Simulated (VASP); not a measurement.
TeP: single point with PBE

The system is TeP.

```
Te P
1.0
     5.11463    0.00000    0.00000
     0.00000    3.38578    0.00000
     0.00000    0.00000    5.22187
Te P
2 2
Direct
  0.25000 0.50000 0.81200
  0.75000 0.50000 0.18800
  0.25000 0.00000 0.31200
  0.75000 0.00000 0.68800
```

The cell was built from a structure type or drawn by symmetry, and may not be a known phase.

* Program: VASP 6.6.1
* Task: single point
* Functional: PBE
* Potentials or basis: VASP PAW PBE potentials, release 64 (Te, P)
* Cutoff: 500 eV
* k mesh: 4 × 6 × 4
* Occupations: gaussian, width 0.1 eV
* Spin: no spin polarisation
* Dipole correction: no
* Further INCAR settings: ALGO = Normal; EDIFF = 1e-06; NBANDS = 19

| Item | Value |
| --- | --- |
| Pressure | -3.7 GPa |
| Largest force | 0.641 eV/Å |
| Band gap on the k mesh | zero (bands 11 and 12 overlap by 3.38 eV) |

Forces in eV/Å, atoms in the order of the input:
```
Te   0.000  0.000 -0.641
Te   0.000  0.000  0.641
P    0.000  0.000  0.059
P    0.000  0.000 -0.059
```

Stress tensor (GPa, compression positive):
```
-5.63  0.00  0.00
 0.00 -0.48  0.00
 0.00  0.00 -4.94
```

Levels at points of the mesh, in eV from the Fermi level:
| k point | band 8 | band 9 | band 10 | band 11 | band 12 | band 13 |
| --- | --- | --- | --- | --- | --- | --- |
| (0.00, 0.00, 0.00) | -2.72 | -1.77 | 0.26 | 1.17 | 1.74 | 2.80 |
| (0.50, 0.00, 0.00) | -1.50 | -0.57 | -0.57 | 0.51 | 0.51 | 2.42 |
| (0.00, 0.50, 0.00) | -3.73 | -3.35 | -3.05 | -1.54 | -1.07 | -0.31 |
| (0.50, 0.50, 0.00) | -4.22 | -2.51 | -2.51 | -2.20 | -2.20 | 1.36 |
| (0.00, 0.00, 0.50) | -1.67 | -0.67 | -0.49 | 0.07 | 0.29 | 2.31 |
| (0.50, 0.00, 0.50) | -1.37 | -0.10 | -0.10 | 0.04 | 0.04 | 0.52 |
| (0.00, 0.50, 0.50) | -3.68 | -3.40 | -2.54 | -1.26 | -1.17 | 0.27 |
| (0.50, 0.50, 0.50) | -6.05 | 0.55 | 0.55 | 1.00 | 1.00 | 1.64 |

Run time: 57 s on 1 thread of AMD EPYC 9R14 (Zen 4) (shared host), peak memory 0.19 GiB.

Caveat: the cell stands under tension; spin-orbit coupling is left out, which moves the levels of the heavy elements.
